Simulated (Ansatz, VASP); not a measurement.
# Two plane-wave programs on SiC

```
CELL_PARAMETERS angstrom
0.00000 2.29436 2.29436
2.29436 0.00000 2.29436
2.22247 2.22247 0.07189
ATOMIC_POSITIONS crystal
Si 0.00000 0.00000 0.00000
C 0.75000 0.75000 0.75000
```

Alike in both runs: task single point; functional PBE; k mesh 12 × 12 × 12; occupations gaussian, width 0.05 eV; no spin polarisation.

```csv
,VASP,Ansatz
version,VASP 6.6.1,Ansatz 0.2.0
potentials or method,"VASP PAW PBE potentials, release 64 (Si, C), cutoff 520 eV","scalar-relativistic, plane waves, PAW"
valence electrons in the cell,8,8
```

|  | VASP | Ansatz | Ansatz less VASP |
| --- | --- | --- | --- |
| gap on the k mesh at the Fermi level (eV) | 1.29 | 1.30 | +0.004 |
| least direct gap on the mesh (eV) | 4.15 | 4.15 | +0.003 |
| pressure (GPa) | -15.7 | -15.7 | 0.00 |
| traceless stress, the component that is largest in VASP (GPa) | 6.81 | 6.79 | -0.027 |
| rms of the force components (eV/Å) | 0.165 | 0.165 | -0.0001 |

Atom by atom the forces differ by 0.000 eV/Å (rms over components).
